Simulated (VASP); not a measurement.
# Au (P-3m1) in VASP: single point with PBEsol

Aim: the single point of Au with PBEsol.

All numbers are computed with VASP 6.6.1; they aren't measurements. Logs are shortened: lines on timing, memory, paths and dates and some standing lists are left out, and cuts for length are marked.

### Step 1. The cell of the first run

Symmetry: P-3m1, No. 164, trigonal system. Conventional cell: a = 2.893 Å, b = 2.893 Å, c = 14.422 Å, α = 90.00°, β = 90.00°, γ = 120.00°. Au (site symmetry 3m) has 12 Au at 2.89 to 3.10 Å within 3.8 Å. Within 3.8 Å of Au (site symmetry 3m) lie 12 Au at 2.89 Å. Au (site symmetry 3m) has 12 Au at 2.89 Å within 3.8 Å.

### Step 2. Single point, PBEsol (the distance across one plane changed)

INCAR

```
SYSTEM = Au
PREC     = Accurate       ! precision mode
ENCUT    = 520            ! plane-wave cutoff, eV
EDIFF    = 1E-7           ! SCF threshold, eV
ISMEAR   = 0              ! smearing method
SIGMA    = 0.15           ! smearing width, eV
LREAL    = .FALSE.        ! projectors in reciprocal space
LASPH    = .TRUE.         ! aspherical terms in the spheres
NELM     = 100            ! most SCF steps
ALGO     = Fast           ! electronic algorithm
ISIF     = 2              ! what is computed and relaxed
LWAVE    = .FALSE.        ! write WAVECAR
LCHARG   = .FALSE.        ! write CHGCAR
GGA      = PS             ! functional
NBANDS   = 42             ! bands
```

KPOINTS

```
regular mesh
0
G
  18 18 4
  0 0 0
```

POSCAR

```
Au
1.0
    2.0455000000     -2.0455000000      0.0000000000
    2.0455000000      0.0000000000     -2.0455000000
    8.3263375673      8.3263375673      8.3263375673
Au
6
Direct
    0.6666666667      0.6666666667      0.0818723672
    0.0000000000      0.0000000000      0.9007598166
    0.3333333333      0.3333333333      0.2456498571
    0.6666666667      0.6666666667      0.5732048368
    0.0000000000      0.0000000000      0.4094273470
    0.3333333333      0.3333333333      0.7369823267
```

Potentials or basis: VASP PAW PBE potentials, release 64 (Au).

Started as:

```
$ cat potpaw_PBE.64/Au/POTCAR > POTCAR
$ mpirun -np 1 vasp_std > vasp.out
```

OUTCAR:

```text
SYSTEM = Au
   PREC = Accurate
   ENCUT = 520
   EDIFF = 1E-7
   ISMEAR = 0
   LREAL = .FALSE.
   LASPH = .TRUE.
   NELM = 100
   ISIF = 2
   GGA = PS

 ion  position               nearest neighbor table
   1  0.667  0.667  0.082-   3 2.89   3 2.89   3 2.89   2 3.10   2 3.10   2 3.10
   2  0.000  0.000  0.901-   6 2.89   6 2.89   6 2.89   1 3.10   1 3.10   1 3.10
   3  0.333  0.333  0.246-   5 2.89   1 2.89   1 2.89   5 2.89   5 2.89   1 2.89
   4  0.667  0.667  0.573-   5 2.89   5 2.89   5 2.89   6 2.89   6 2.89   6 2.89
   5  0.000  0.000  0.409-   4 2.89   4 2.89   4 2.89   3 2.89   3 2.89   3 2.89
   6  0.333  0.333  0.737-   2 2.89   4 2.89   4 2.89   2 2.89   2 2.89   4 2.89

  LATTYP: Found a hexagonal cell.
 ALAT       =     2.8927738418
 C/A-ratio  =     4.9854017272

  Lattice vectors:

 A1 = (  -2.0455000000,   0.0000000000,   2.0455000000)
 A2 = (   2.0455000000,  -2.0455000000,   0.0000000000)
 A3 = (   8.3263375673,   8.3263375673,   8.3263375673)

Analysis of symmetry for initial positions (statically):
=====================================================================
 Subroutine PRICEL returns:
 Original cell was already a primitive cell.

 Routine SETGRP: Setting up the symmetry group for a
 hexagonal supercell.

 Subroutine GETGRP returns: Found 12 space group operations
 (whereof  6 operations were pure point group operations)
 out of a pool of 24 trial point group operations.

The static configuration has the point symmetry C_3v.
 The point group associated with its full space group is D_3d.

Analysis of symmetry for dynamics (positions and initial velocities):
=====================================================================
 Subroutine PRICEL returns:
 Original cell was already a primitive cell.

 Routine SETGRP: Setting up the symmetry group for a
 hexagonal supercell.

 Subroutine GETGRP returns: Found 12 space group operations
 (whereof  6 operations were pure point group operations)
 out of a pool of 24 trial point group operations.

The dynamic configuration has the point symmetry C_3v.
 The point group associated with its full space group is D_3d.

 Subroutine INISYM returns: Found 12 space group operations
 (whereof  6 operations are pure point group operations),
 and found     1 'primitive' translations

----------------------------------------------------------------------------------------

                                     Primitive cell

  volume of cell :     104.5139

  direct lattice vectors                    reciprocal lattice vectors
     2.045500000 -2.045500000  0.000000000     0.162959342 -0.325918683  0.162959342
     2.045500000  0.000000000 -2.045500000     0.162959342  0.162959342 -0.325918683
     8.326337567  8.326337567  8.326337567     0.040033608  0.040033608  0.040033608

  length of vectors
     2.892773842  2.892773842 14.421639708     0.399167236  0.399167236  0.069340243

  position of ions in fractional coordinates (direct lattice)
     0.666666667  0.666666667  0.081872367
     0.000000000  0.000000000  0.900759817
     0.333333333  0.333333333  0.245649857
     0.666666667  0.666666667  0.573204837
     0.000000000  0.000000000  0.409427347
     0.333333333  0.333333333  0.736982327

  ion indices of the primitive-cell ions
   primitive index   ion index
                 1           1
                 2           2
                 3           3
                 4           4
                 5           5
                 6           6

----------------------------------------------------------------------------------------

 KPOINTS: regular mesh

Automatic generation of k-mesh.
 Grid dimensions read from file:
 generate k-points for:   18   18    4

 Generating k-lattice:

  Cartesian coordinates                     Fractional coordinates (reciprocal lattice)
     0.009053297 -0.018106594  0.009053297     0.055555556  0.000000000  0.000000000
     0.009053297  0.009053297 -0.018106594     0.000000000  0.055555556  0.000000000
     0.010008402  0.010008402  0.010008402     0.000000000  0.000000000  0.250000000

  Length of vectors
     0.022175958  0.022175958  0.017335061

  Shift w.r.t. Gamma in fractional coordinates (k-lattice)
     0.000000000  0.000000000  0.000000000

 Subroutine IBZKPT returns following result:
 ===========================================

 Found    138 irreducible k-points:

 Following reciprocal coordinates:
            Coordinates               Weight
  0.000000  0.000000  0.000000      1.000000
  0.055556  0.000000  0.000000      6.000000
  0.111111  0.000000  0.000000      6.000000
  0.166667  0.000000  0.000000      6.000000
  0.222222  0.000000  0.000000      6.000000
  0.277778  0.000000  0.000000      6.000000
[... 16 lines left out ...]
  0.444444  0.111111  0.000000     12.000000
  0.500000  0.111111  0.000000     12.000000
 [... further k-points ...]
   k-points           NKPTS =    138   k-points in BZ     NKDIM =    138   number of bands    NBANDS=     42
   number of dos      NEDOS =    301   number of ions     NIONS =      6
   total plane-waves  NPLWV =  62208
   dimension x,y,z NGX =    24 NGY =   24 NGZ =  108
   dimension x,y,z NGXF=    48 NGYF=   48 NGZF=  216
   ions per type =               6
   NGX,Y,Z   is equivalent  to a cutoff of  13.79, 13.79, 12.45 a.u.
   NGXF,Y,Z  is equivalent  to a cutoff of  27.59, 27.59, 24.90 a.u.
 SYSTEM =  Au
   PREC   = accura    normal or accurate (medium, high low for compatibility)
   ISTART =      0    job   : 0-new  1-cont  2-samecut
   ICHARG =      2    charge: 1-file 2-atom 10-const
   ISPIN  =      1    spin polarized calculation?
   LNONCOLLINEAR =      F non collinear calculations
   LSORBIT =      F    spin-orbit coupling
   LASPH  =      T    aspherical Exc in radial PAW
   ENCUT  =  520.0 eV  38.22 Ry    6.18 a.u.   5.38  5.38 26.81*2*pi/ulx,y,z
   NELM   =    100;   NELMIN=  2; NELMDL= -5     # of ELM steps
   EDIFF  = 0.1E-06   stopping-criterion for ELM
   LREAL  =      F    real-space projection
   EDIFFG = 0.1E-05   stopping-criterion for IOM
   NSW    =      0    number of steps for IOM
   IBRION =     -1    ionic relax: 0-MD 1-quasi-New 2-CG
   NFREE  =      0    steps in history (QN), initial steepest desc. (CG)
   ISIF   =      2    stress and relaxation
   ISYM   =      2    0-nonsym 1-usesym 2-fastsym
   POTIM  = 0.5000    time-step for ionic-motion
   TEBEG  =    0.0;   TEEND  =   0.0 temperature during run
   PSTRESS=    0.0 pullay stress
   NELECT =      66.0000    total number of electrons
   NUPDOWN=      -1.0000    fix difference up-down
   EMIN   =  10.00;   EMAX   =-10.00  energy-range for DOS
   EFERMI =   0.00;   METHOD = LEGACY
   ISMEAR =     0;   SIGMA  =   0.15  broadening in eV -4-tet -1-fermi 0-gaus
   EFERMI_NEDOS =   21; number of points for ismear=-14 and -15
   IALGO  =     68    algorithm
   IMIX   =      4    mixing-type and parameters
     AMIX     =   0.40;   BMIX     =  1.00
     AMIX_MAG =   1.60;   BMIX_MAG =  1.00
  volume/ion in A,a.u.               =      17.42       117.55
  Fermi-wavevector in a.u.,A,eV,Ry     =   1.404531  2.654179 26.840321  1.972708
  Thomas-Fermi vector in A             =   2.527084
   LORBIT       =      0    0 simple, 1 ext, 2 COOP (PROOUT), +10 PAW based schemes
   GGA     = PS    functional components
   LHFCALC =     F    Hartree Fock is set to
   AEXX    =    0.0000 exact exchange contribution
   IVDW    =     0    specifies the selected vdW correction
   LEPSILON=     F    determine dielectric tensor
   LRPA    =     F    only Hartree local field effects (RPA)
 non-spin polarized calculation
 RMM-DIIS sequential band-by-band and
 Gauss-broadening in eV      SIGMA  =   0.15
  energy-cutoff  :      520.00
  volume of cell :      104.51
 maximum number of plane-waves:      2871
 NGX is ok and might be reduce to    24
   NGX = 11   NGY = 11   NGZ = 53

 number of electron      66.0000009 magnetization

 Free energy of the ion-electron system (eV)
  ---------------------------------------------------
  ext. energy  EPLUGINS =         0.00000000
  ---------------------------------------------------
  free energy    TOTEN  =       -23.44691492 eV

  energy without entropy =      -23.42504096  energy(sigma->0) =      -23.43597794

 E-fermi :   8.9084     XC(G=0): -12.7508

 val. band max:        8.9080233873   @ k =   0.3889   0.0556   0.0000
 cond. band min:       8.9087756044   @ k =   0.2778   0.3889   0.2500
 fundamental gap:      0.0007522171
 Fermi energy:         8.9084407180

 k-point     1 :       0.0000    0.0000    0.0000
  band No.  band energies     occupation
      1      -0.8252      2.00000
      2      -0.0337      2.00000
      3       0.2218      2.00000
      4       1.5034      2.00000
      5       1.5377      2.00000
      6       1.7306      2.00000
[... 34 lines left out ...]
     41      22.8434      0.00000
     42      23.0200      0.00000

 k-point     2 :       0.0556    0.0000    0.0000
  band No.  band energies     occupation
      1      -0.7297      2.00000
      2       0.0578      2.00000
      3       0.3135      2.00000
      4       1.5919      2.00000
      5       1.6269      2.00000
      6       1.8129      2.00000
[... 34 lines left out ...]
     41      22.9125      0.00000
     42      23.0991      0.00000

 k-point     3 :       0.1111    0.0000    0.0000
  band No.  band energies     occupation
      1      -0.4493      2.00000
      2       0.3228      2.00000
      3       0.5785      2.00000
      4       1.8396      2.00000
      5       1.8845      2.00000
      6       2.0471      2.00000
[... 34 lines left out ...]
     41      23.0116      0.00000
     42      23.1129      0.00000

 k-point     4 :       0.1667    0.0000    0.0000
  band No.  band energies     occupation
      1      -0.0043      2.00000
      2       0.7279      2.00000
      3       0.9821      2.00000
      4       2.1670      2.00000
      5       2.2797      2.00000
      6       2.3871      2.00000
[... 844 lines left out ...]
     41      16.9219      0.00000
     42      18.4900      0.00000

 k-point    23 :       0.4444    0.1111    0.0000
  band No.  band energies     occupation
      1       1.9751      2.00000
      2       2.3123      2.00000
      3       2.3303      2.00000
      4       2.5673      2.00000
      5       2.6167      2.00000
      6       2.8045      2.00000
[... 34 lines left out ...]
     41      16.1978      0.00000
     42      16.6350      0.00000

 k-point    24 :       0.5000    0.1111    0.0000
  band No.  band energies     occupation
      1       1.9772      2.00000
      2       2.2032      2.00000
      3       2.4514      2.00000
      4       2.4987      2.00000
      5       2.5783      2.00000
      6       2.7444      2.00000
[... 34 lines left out ...]
     41      14.8646      0.00000
     42      16.9086      0.00000

 [... further k-points ...]
[... 5 lines left out ...]
  --------------------------------------------------------------------------------------
  -------------------------------------------------------------------------------------
  Total       -2.1785413     -2.1785413     -2.1785413     -0.2204637     -0.2204637     -0.2204637
  in kB      -33.3965918    -33.3965918    -33.3965918     -3.3796630     -3.3796630     -3.3796630
  external PRESSURE =     -33.3965918 kB  Pullay stress =       0.0000000 kB

 VOLUME and BASIS-vectors are now :
 -----------------------------------------------------------------------------
  energy-cutoff  :      520.00
  volume of cell :      104.51
      direct lattice vectors                 reciprocal lattice vectors
     2.045500000 -2.045500000  0.000000000     0.162959342 -0.325918683  0.162959342
     2.045500000  0.000000000 -2.045500000     0.162959342  0.162959342 -0.325918683
     8.326337567  8.326337567  8.326337567     0.040033608  0.040033608  0.040033608

 POSITION                                       TOTAL-FORCE (eV/Angst)
 -----------------------------------------------------------------------------------
      3.40903     -0.68197     -0.68197        -0.329435     -0.329435     -0.329435
      7.50003      7.50003      7.50003         0.329435      0.329435      0.329435
      3.40903      1.36353      1.36353         0.010574      0.010574      0.010574
      7.50003      3.40903      3.40903         0.002614      0.002614      0.002614
      3.40903      3.40903      3.40903        -0.002614     -0.002614     -0.002614
      7.50003      5.45453      5.45453        -0.010574     -0.010574     -0.010574
 -----------------------------------------------------------------------------------
    total drift:                               -0.000003     -0.000003     -0.000003

  FREE ENERGIE OF THE ION-ELECTRON SYSTEM (eV)
  ---------------------------------------------------
  free  energy   TOTEN  =       -23.4469149182 eV

  energy  without entropy=      -23.4250409579  energy(sigma->0) =      -23.43597794
```

Run time: 16 min. Hardware: 1 thread of Oxide Virtual Turin-like, shared host; peak memory 0.5 GiB.

Results:

| Property | Result |
| --- | --- |
| Free energy | -23.4469 eV |
| Pressure | -3.3 GPa |
| Largest force | 0.571 eV/Å |
| Band gap on the k mesh | zero (bands 33 and 34 overlap by 4.92 eV) |

Forces in eV/Å, atoms in the order of the input:
```
Au  -0.329 -0.329 -0.329
Au   0.329  0.329  0.329
Au   0.011  0.011  0.011
Au   0.003  0.003  0.003
Au  -0.003 -0.003 -0.003
Au  -0.011 -0.011 -0.011
```

Caveat: the cell differs from its parent crystal (the distance across one plane changed); the cell stands under tension; the PAW data sets were made with another functional, which shifts forces and pressure a little; spin-orbit coupling is left out, which moves the levels of the heavy elements.
